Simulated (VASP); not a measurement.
# Au (Im-3m) in VASP: further runs

Au is run at these levels: PBEsol; tasks: relaxation of cell and atoms.

Program: VASP 6.6.1. These are calculated values, not measurements. Logs are shortened: lines on timing, memory, paths and dates and some standing lists are left out, and cuts for length are marked.

## (1) The cell of the first run

The structure is cubic, space group Im-3m (No. 229). The conventional cell has a = 3.315 Å, b = 3.315 Å, c = 3.315 Å, α = 90.00°, β = 90.00°, γ = 90.00°. Au (site symmetry m-3m) has 14 Au at 2.87 to 3.31 Å within 3.8 Å.

This isn't the form of Au at room conditions, which is fcc.

## (2) Relaxation of cell and atoms, PBEsol

Input file INCAR:

```
SYSTEM = Au
PREC = Accurate ; ENCUT = 500
EDIFF = 1E-7 ; ISMEAR = 0
SIGMA = 0.1 ; LREAL = .FALSE.
LASPH = .TRUE. ; NELM = 120
ALGO = Normal ; ISIF = 3
LWAVE = .FALSE. ; LCHARG = .FALSE.
GGA = PS ; IBRION = 2
NSW = 80 ; EDIFFG = -0.01
GGA_COMPAT = .FALSE. ; NELMIN = 4
```

Input file KPOINTS:

```
regular mesh
0
G
  10 10 10
  0 0 0
```

Input file POSCAR:

```
Au
1.0
   -1.6572700000      1.6572700000      1.6572700000
    1.6572700000     -1.6572700000      1.6572700000
    1.6572700000      1.6572700000     -1.6572700000
Au
1
Direct
    0.0000000000      0.0000000000      0.0000000000
```

Potentials or basis: VASP PAW PBE potentials, release 64 (Au).

Command:

```console
$ cat potpaw_PBE.64/Au/POTCAR > POTCAR
$ mpirun -np 1 vasp_std > vasp.out
```

OUTCAR:

```text
SYSTEM = Au
   PREC = Accurate
   ENCUT = 500
   EDIFF = 1E-7
   ISMEAR = 0
   LREAL = .FALSE.
   LASPH = .TRUE.
   NELM = 120
   ISIF = 3
   GGA = PS
   IBRION = 2
   NSW = 80
   EDIFFG = -0.01
   NELMIN = 4

 ion  position               nearest neighbor table
   1  0.000  0.000  0.000-

  LATTYP: Found a body centered cubic cell.
 ALAT       =     3.3145400000

  Lattice vectors:

 A1 = (  -1.6572700000,   1.6572700000,   1.6572700000)
 A2 = (   1.6572700000,  -1.6572700000,   1.6572700000)
 A3 = (   1.6572700000,   1.6572700000,  -1.6572700000)

Analysis of symmetry for initial positions (statically):
=====================================================================
 Subroutine PRICEL returns:
 Original cell was already a primitive cell.

 Routine SETGRP: Setting up the symmetry group for a
 body centered cubic supercell.

 Subroutine GETGRP returns: Found 48 space group operations
 (whereof 48 operations were pure point group operations)
 out of a pool of 48 trial point group operations.

The static configuration has the point symmetry O_h .

Analysis of symmetry for dynamics (positions and initial velocities):
=====================================================================
 Subroutine PRICEL returns:
 Original cell was already a primitive cell.

 Routine SETGRP: Setting up the symmetry group for a
 body centered cubic supercell.

 Subroutine GETGRP returns: Found 48 space group operations
 (whereof 48 operations were pure point group operations)
 out of a pool of 48 trial point group operations.

The dynamic configuration has the point symmetry O_h .

 Subroutine INISYM returns: Found 48 space group operations
 (whereof 48 operations are pure point group operations),
 and found     1 'primitive' translations

----------------------------------------------------------------------------------------

                                     Primitive cell

  volume of cell :      18.2071

  direct lattice vectors                    reciprocal lattice vectors
    -1.657270000  1.657270000  1.657270000     0.000000000  0.301700990  0.301700990
     1.657270000 -1.657270000  1.657270000     0.301700990  0.000000000  0.301700990
     1.657270000  1.657270000 -1.657270000     0.301700990  0.301700990  0.000000000

  length of vectors
     2.870475842  2.870475842  2.870475842     0.426669632  0.426669632  0.426669632

  position of ions in fractional coordinates (direct lattice)
     0.000000000  0.000000000  0.000000000

  ion indices of the primitive-cell ions
   primitive index   ion index
                 1           1

----------------------------------------------------------------------------------------

 KPOINTS: regular mesh

Automatic generation of k-mesh.
 Grid dimensions read from file:
 generate k-points for:   10   10   10

 Generating k-lattice:

  Cartesian coordinates                     Fractional coordinates (reciprocal lattice)
     0.000000000  0.030170099  0.030170099     0.100000000  0.000000000  0.000000000
     0.030170099  0.000000000  0.030170099     0.000000000  0.100000000  0.000000000
     0.030170099  0.030170099  0.000000000     0.000000000  0.000000000  0.100000000

  Length of vectors
     0.042666963  0.042666963  0.042666963

  Shift w.r.t. Gamma in fractional coordinates (k-lattice)
     0.000000000  0.000000000  0.000000000

 Subroutine IBZKPT returns following result:
 ===========================================

 Found     47 irreducible k-points:

 Following reciprocal coordinates:
            Coordinates               Weight
  0.000000  0.000000  0.000000      1.000000
  0.100000  0.000000  0.000000     12.000000
  0.200000  0.000000  0.000000     12.000000
  0.300000  0.000000  0.000000     12.000000
  0.400000  0.000000  0.000000     12.000000
  0.500000  0.000000  0.000000      6.000000
[... 16 lines left out ...]
  0.300000  0.300000  0.100000      8.000000
 -0.300000  0.300000  0.100000     24.000000
 [... further k-points ...]
[... 36 lines left out ...]
     1.657270000  1.657270000 -1.657270000     0.301700990  0.301700990  0.000000000

 POSITION                                       TOTAL-FORCE (eV/Angst)
 -----------------------------------------------------------------------------------
      0.00000      0.00000      0.00000        -0.000000      0.000000      0.000000
 -----------------------------------------------------------------------------------
    total drift:                               -0.000000      0.000000     -0.000000

  FREE ENERGIE OF THE ION-ELECTRON SYSTEM (eV)
  ---------------------------------------------------
  free  energy   TOTEN  =        -3.8494847901 eV

  energy  without entropy=       -3.8449761468  energy(sigma->0) =       -3.84723047

--------------------------------------- Ionic step        2  -------------------------------------------

 number of electron      11.0000002 magnetization

 E-fermi :  11.1464     XC(G=0): -13.4879

 val. band max:       11.1029943039   @ k =   0.4000   0.1000   0.0000
 cond. band min:      11.3828113453   @ k =   0.5000   0.5000   0.1000
 fundamental gap:      0.2798170414
 Fermi energy:        11.1464432557

 k-point     1 :       0.0000    0.0000    0.0000
  band No.  band energies     occupation
      1       0.0223      2.00000
      2       5.5715      2.00000
      3       5.5715      2.00000
      4       5.5715      2.00000
      5       7.8613      2.00000
      6       7.8613      2.00000
      7      27.5079      0.00000
      8      27.5079      0.00000
      9      27.5079      0.00000

 k-point     2 :       0.1000    0.0000    0.0000
  band No.  band energies     occupation
      1       0.4226      2.00000
      2       5.4316      2.00000
      3       5.5759      2.00000
      4       5.8757      2.00000
      5       7.6986      2.00000
      6       7.8721      2.00000
      7      27.5831      0.00000
      8      27.6111      0.00000
      9      28.0649      0.00000
[... 321 lines left out ...]
 POSITION                                       TOTAL-FORCE (eV/Angst)
 -----------------------------------------------------------------------------------
     -0.00000      0.00000      0.00000        -0.000000     -0.000000      0.000000
 -----------------------------------------------------------------------------------
    total drift:                               -0.000000      0.000000      0.000000

  FREE ENERGIE OF THE ION-ELECTRON SYSTEM (eV)
  ---------------------------------------------------
  free  energy   TOTEN  =        -3.8903471116 eV

  energy  without entropy=       -3.8875400847  energy(sigma->0) =       -3.88894360

--------------------------------------- Ionic step        4  -------------------------------------------

 number of electron      11.0000001 magnetization

 Free energy of the ion-electron system (eV)
  ---------------------------------------------------
  ext. energy  EPLUGINS =         0.00000000
  ---------------------------------------------------
  free energy    TOTEN  =        -3.89037568 eV

  energy without entropy =       -3.88759400  energy(sigma->0) =       -3.88898484

 E-fermi :   9.4441     XC(G=0): -12.9083

 val. band max:        9.4067590700   @ k =   0.4000   0.1000   0.0000
 cond. band min:       9.5574566198   @ k =   0.3000   0.1000   0.1000
 fundamental gap:      0.1506975498
 Fermi energy:         9.4441268625

 k-point     1 :       0.0000    0.0000    0.0000
  band No.  band energies     occupation
      1      -0.6127      2.00000
      2       4.4358      2.00000
      3       4.4358      2.00000
      4       4.4358      2.00000
      5       6.3998      2.00000
      6       6.3998      2.00000
      7      25.8325      0.00000
      8      25.8325      0.00000
      9      25.8325      0.00000

 k-point     2 :       0.1000    0.0000    0.0000
  band No.  band energies     occupation
      1      -0.2465      2.00000
      2       4.3188      2.00000
      3       4.4433      2.00000
      4       4.6977      2.00000
      5       6.2672      2.00000
      6       6.4088      2.00000
      7      25.7136      0.00000
      8      25.8787      0.00000
      9      26.3068      0.00000
[... 286 lines left out ...]
 POSITION                                       TOTAL-FORCE (eV/Angst)
 -----------------------------------------------------------------------------------
      1.61945      1.61945     -1.61945        -0.000000      0.000000      0.000000
 -----------------------------------------------------------------------------------
    total drift:                                0.000000      0.000000     -0.000000

  FREE ENERGIE OF THE ION-ELECTRON SYSTEM (eV)
  ---------------------------------------------------
  free  energy   TOTEN  =        -3.8903756766 eV

  energy  without entropy=       -3.8875939993  energy(sigma->0) =       -3.88898484

 reached required accuracy - stopping structural energy minimisation
```

Wall time 39 s (1 thread of AMD EPYC 7R43 (Zen 3), shared host); peak memory 0.11 GiB.

Results:

| Item | Value |
| --- | --- |
| Free energy | -3.8904 eV |
| Relaxed volume | 16.99 Å³/atom |
| Relaxed cell | a = 2.805 Å, b = 2.805 Å, c = 2.805 Å, α = 109.47°, β = 109.47°, γ = 109.47° |
| Space group after relaxing (to 0.1 Å) | Im-3m (No. 229) |
| Energy gained by relaxing | 40.9 meV/atom |
| Ionic steps | 4 |
| Pressure after relaxing | -0.1 GPa |
| Band gap on the k mesh | zero (an odd number of electrons rules out a gap without spin polarisation) |

Step by step:
| step | energy change (eV) | largest force (eV/Å) | pressure (GPa) | volume (Å³) |
| --- | --- | --- | --- | --- |
| 1 | 0.0000 | 0.0000 | -9.83 | 18.21 |
| 2 | 0.0577 | 0.0000 | 22.55 | 15.42 |
| 3 | -0.0409 | 0.0000 | -0.31 | 17.01 |
| 4 | -0.0409 | 0.0000 | -0.06 | 16.99 |

Final structure:
```cif
data_structure
_symmetry_space_group_name_H-M 'P 1'
_symmetry_Int_Tables_number 1
_cell_length_a 2.8050
_cell_length_b 2.8050
_cell_length_c 2.8050
_cell_angle_alpha 109.471
_cell_angle_beta 109.471
_cell_angle_gamma 109.471
_cell_volume 16.99
loop_
_atom_site_label
_atom_site_type_symbol
_atom_site_fract_x
_atom_site_fract_y
_atom_site_fract_z
_atom_site_occupancy
Au1 Au 0.00000 0.00000 0.00000 1
```

Caveat: the PAW data sets were made with another functional, which shifts forces and pressure a little; spin-orbit coupling is left out, which moves the levels of the heavy elements.

## (3) Relaxation of cell and atoms, PBEsol, target pressure 20 GPa, at which the enthalpy is minimised

Input file INCAR:

```
SYSTEM = Au
PREC = Accurate
ENCUT = 500
EDIFF = 1E-7
ISMEAR = 0
SIGMA = 0.1
LREAL = .False.
LASPH = .True.
NELM = 120
ALGO = Normal
ISIF = 3
LWAVE = .False.
LCHARG = .False.
GGA = PS
IBRION = 2
NSW = 80
EDIFFG = -0.01
PSTRESS = 200.0
GGA_COMPAT = .False.
NELMIN = 4
```

Input file KPOINTS:

```
regular mesh
0
Gamma
  10 10 10
  0 0 0
```

POSCAR is that of step 2.

Potentials or basis: VASP PAW PBE potentials, release 64 (Au).

Command:

```console
$ cat potpaw_PBE.64/Au/POTCAR > POTCAR
$ mpirun -np 1 vasp_std > vasp.out
```

Run time: 57 s. Hardware: 1 thread of AMD EPYC 7R43 (Zen 3), shared host; peak memory 0.12 GiB.

Results (log left out):

* Free energy: -3.8094 eV
* Relaxed volume: 15.55 Å³/atom
* Relaxed cell: a = 2.724 Å, b = 2.724 Å, c = 2.724 Å, α = 109.47°, β = 109.47°, γ = 109.47°
* Space group after relaxing (to 0.1 Å): Im-3m (No. 229)
* Energy change on relaxing (the run minimises the enthalpy): +40.1 meV/atom
* Ionic steps: 5
* Pressure after relaxing: 20.1 GPa
* Band gap on the k mesh: zero (an odd number of electrons rules out a gap without spin polarisation)

The path:
| step | energy change (eV) | largest force (eV/Å) | pressure (GPa) | volume (Å³) |
| --- | --- | --- | --- | --- |
| 1 | 0.0000 | 0.0000 | -9.83 | 18.21 |
| 2 | 3.5732 | 0.0000 | 298.55 | 10.66 |
| 3 | 0.0070 | 0.0000 | 14.75 | 15.86 |
| 4 | 0.0231 | 0.0000 | 17.45 | 15.70 |
| 5 | 0.0401 | 0.0000 | 20.05 | 15.55 |

Final structure:
```yaml
crystal:
  lattice:
    - [-1.57247, 1.57247, 1.57247]
    - [1.57247, -1.57247, 1.57247]
    - [1.57247, 1.57247, -1.57247]
  atoms:
    - { symbol: Au, position: [0.00000, 0.00000, 0.00000] }
```

Levels at points of the mesh, in eV from the Fermi level:
```tsv
k point	band 3	band 4	band 5	band 6	band 7	band 8	band 9
(0.00, 0.00, 0.00)	-5.52	-5.52	-3.26	-3.26	16.37	16.37	16.37
(0.50, 0.00, 0.00)	-3.42	-3.00	-1.42	-1.21	4.04	12.26	14.45
(0.50, 0.50, 0.50)	-1.88	-1.88	-1.88	6.24	6.24	6.24	10.76
```

Caveat: the cell is relaxed towards a set pressure, so the run minimises the enthalpy, not the energy; the PAW data sets were made with another functional, which shifts forces and pressure a little; spin-orbit coupling is left out, which moves the levels of the heavy elements.

## (4) Relaxation of cell and atoms, PBEsol, target pressure 40 GPa, at which the enthalpy is minimised

Input file INCAR:

```
  PREC = Accurate
  ENCUT = 500
  EDIFF = 1E-7
  ISMEAR = 0
  SIGMA = 0.1
  LREAL = F
  LASPH = T
  NELM = 120
  ALGO = Normal
  ISIF = 3
  LWAVE = F
  LCHARG = F
  GGA = PS
  IBRION = 2
  NSW = 80
  EDIFFG = -0.01
  PSTRESS = 400.0
  GGA_COMPAT = F
  NELMIN = 4
```

Input file KPOINTS:

```
regular mesh
0
Gamma
  10 10 10
```

POSCAR is that of step 3.

Command:

```console
$ cat potpaw_PBE.64/Au/POTCAR > POTCAR
$ mpirun -np 1 vasp_std > vasp.out
```

It took 76 s on 1 thread of AMD EPYC 7R43 (Zen 3), shared host; peak memory 0.13 GiB.

The run converged. Its results:

* Free energy: -3.6430 eV
* Relaxed volume: 14.65 Å³/atom
* Relaxed cell: a = 2.670 Å, b = 2.670 Å, c = 2.670 Å, α = 109.47°, β = 109.47°, γ = 109.47°
* Space group after relaxing (to 0.1 Å): Im-3m (No. 229)
* Energy change on relaxing (the run minimises the enthalpy): +206.5 meV/atom
* Ionic steps: 7
* Pressure after relaxing: 40.0 GPa
* Band gap on the k mesh: zero (an odd number of electrons rules out a gap without spin polarisation)

The path:
| step | energy change (eV) | largest force (eV/Å) | pressure (GPa) | volume (Å³) |
| --- | --- | --- | --- | --- |
| 1 | 0.0000 | 0.0000 | -9.83 | 18.21 |
| 2 | 21.3012 | 0.0000 | 1633.53 | 6.99 |
| 3 | -0.0404 | 0.0000 | -1.24 | 17.11 |
| 4 | -0.0258 | 0.0000 | 7.76 | 16.33 |
| 5 | 0.3107 | 0.0000 | 50.38 | 14.28 |
| 6 | 0.1906 | 0.0000 | 38.31 | 14.71 |
| 7 | 0.2065 | 0.0000 | 39.97 | 14.65 |

Final structure:
```
CELL_PARAMETERS angstrom
-1.54133 1.54133 1.54133
1.54133 -1.54133 1.54133
1.54133 1.54133 -1.54133
ATOMIC_POSITIONS crystal
Au 0.00000 0.00000 0.00000
```

Levels at points of the mesh, in eV from the Fermi level:
```tsv
k point	band 4	band 5	band 6	band 7	band 8	band 9
(0.00, 0.00, 0.00)	-5.92	-3.44	-3.44	16.29	16.29	16.29
(0.50, 0.00, 0.00)	-3.13	-1.50	-1.38	4.46	12.21	14.90
(0.50, 0.50, 0.50)	-1.90	-1.90	6.30	6.30	6.30	11.58
```

Caveat: the cell is relaxed towards a set pressure, so the run minimises the enthalpy, not the energy; the volume moved by over 15 % at a fixed basis, so the end points are rough; the PAW data sets were made with another functional, which shifts forces and pressure a little; spin-orbit coupling is left out, which moves the levels of the heavy elements.

## (5) Relaxation of cell and atoms, PBEsol, target pressure 60 GPa, at which the enthalpy is minimised

Input file INCAR:

```
SYSTEM = Au
ALGO = Normal
EDIFF = 1E-7
EDIFFG = -0.01
ENCUT = 500
GGA = PS
GGA_COMPAT = .False.
IBRION = 2
ISIF = 3
ISMEAR = 0
LASPH = .True.
LCHARG = .False.
LREAL = .False.
LWAVE = .False.
NELM = 120
NELMIN = 4
NSW = 80
PREC = Accurate
PSTRESS = 600.0
SIGMA = 0.1
```

Input file KPOINTS:

```
k-points
0
Gamma
  10 10 10
  0 0 0
```

POSCAR is that of step 4.

Command:

```console
$ cat potpaw_PBE.64/Au/POTCAR > POTCAR
$ mpirun -np 1 vasp_std > vasp.out
```

Wall time 1.8 min (1 thread of AMD EPYC 7R43 (Zen 3), shared host); peak memory 0.16 GiB.

It converged, with:

| Property | Result |
| --- | --- |
| Free energy | -3.4352 eV |
| Relaxed volume | 13.98 Å³/atom |
| Relaxed cell | a = 2.628 Å, b = 2.628 Å, c = 2.628 Å, α = 109.47°, β = 109.47°, γ = 109.47° |
| Space group after relaxing (to 0.1 Å) | Im-3m (No. 229) |
| Energy change on relaxing (the run minimises the enthalpy) | +414.2 meV/atom |
| Ionic steps | 10 |
| Pressure after relaxing | 60.0 GPa |
| Band gap on the k mesh | zero (an odd number of electrons rules out a gap without spin polarisation) |

The path:
```
step  energy change (eV)  largest force (eV/Å)  pressure (GPa)  volume (Å³)
   1              0.0000                0.0000           -9.83        18.21
   2             80.8776                0.0000         6414.64         4.28
   3             -0.0334                0.0000            5.33        16.52
   4             -0.0006                0.0000           13.37        15.95
   5              0.6079                0.0000           76.82        13.52
   6              0.3817                0.0000           57.02        14.06
   7              0.4129                0.0000           59.85        13.98
   8              0.4423                0.0000           62.49        13.90
   9              0.3122                0.0000           50.52        14.27
  10              0.4142                0.0000           59.99        13.98
```

Final structure:
```
Au
1.0
    -1.51740    1.51740    1.51740
     1.51740   -1.51740    1.51740
     1.51740    1.51740   -1.51740
Au
1
Direct
  0.00000 0.00000 0.00000
```

Levels at points of the mesh, in eV from the Fermi level:
```tsv
k point	band 3	band 4	band 5	band 6	band 7	band 8	band 9
(0.00, 0.00, 0.00)	-6.26	-6.26	-3.60	-3.60	16.20	16.20	16.20
(0.50, 0.00, 0.00)	-3.77	-3.25	-1.73	-1.34	4.82	12.14	15.25
(0.50, 0.50, 0.50)	-1.91	-1.91	-1.91	6.34	6.34	6.34	12.24
```

Caveat: the cell is relaxed towards a set pressure, so the run minimises the enthalpy, not the energy; the volume moved by over 15 % at a fixed basis, so the end points are rough; the PAW data sets were made with another functional, which shifts forces and pressure a little; spin-orbit coupling is left out, which moves the levels of the heavy elements.

## (6) Overview

| cell | gap on the mesh (eV) | pressure (GPa) |
| --- | --- | --- |
| relaxed | none | -0.1 |
| relaxed to 20 GPa | none | 20.1 |
| relaxed to 40 GPa | none | 40.0 |
| relaxed to 60 GPa | none | 60.0 |

Alike in all rows: task relaxation of cell and atoms; level PBEsol; potentials or basis VASP PAW PBE potentials, release 64 (Au); no spin polarisation; k mesh 10 × 10 × 10; cutoff (eV) 500; smearing gaussian 0.1 eV.

Caveats: the PAW data sets were made with another functional, which shifts forces and pressure a little; spin-orbit coupling is left out, which moves the levels of the heavy elements; the cell is relaxed towards a set pressure, so the run minimises the enthalpy, not the energy (at least some runs); the volume moved by over 15 % at a fixed basis, so the end points are rough (at least some runs).

Absolute energies hang on the potentials; compare differences alone.
